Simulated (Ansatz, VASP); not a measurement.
## Two plane-wave programs on ZnS3

```xyz
8
Lattice="4.7907 0.0000 0.0000 -2.3953 4.1488 0.0000 0.0000 0.0000 6.9827" Properties=species:S:1:pos:R:3 pbc="T T T"
Zn    0.0000    0.0000    0.0000
Zn    0.0000    0.0000    3.4914
S     1.8835    0.0000    1.7457
S     0.9417    1.6311    5.2370
S    -0.9417    1.6311    1.7457
S     2.9072    0.0000    5.2370
S     1.4536    2.5177    1.7457
S    -1.4536    2.5177    5.2370
```

Change from the starting cell: species swapped into the TiCl3 type (P6_3/mcm, No. 193).

Alike in both runs: functional PBE; k mesh 12 × 12 × 6; occupations gaussian, width 0.1 eV; no spin polarisation.

Ansatz relaxed the structure, and its values are those at the end. VASP's run is a single point on that final structure, the one shown.

```csv
,VASP,Ansatz
version,VASP 6.6.1,Ansatz 0.2.0
potentials or method,"VASP PAW PBE potentials, release 64 (Zn, S), cutoff 520 eV","scalar-relativistic, plane waves, PAW"
valence electrons in the cell,60,60
```

VASP gave:

- gap on the k mesh at the Fermi level (eV): none
- pressure (GPa): 0.0
- rms of the force components (eV/Å): 0.009

Estimate Ansatz's values.

gap on the k mesh at the Fermi level (eV): none; pressure (GPa): 0.0; rms of the force components (eV/Å): 0.001.

A gap of «none» marks a metal or a gap that the smearing closes.
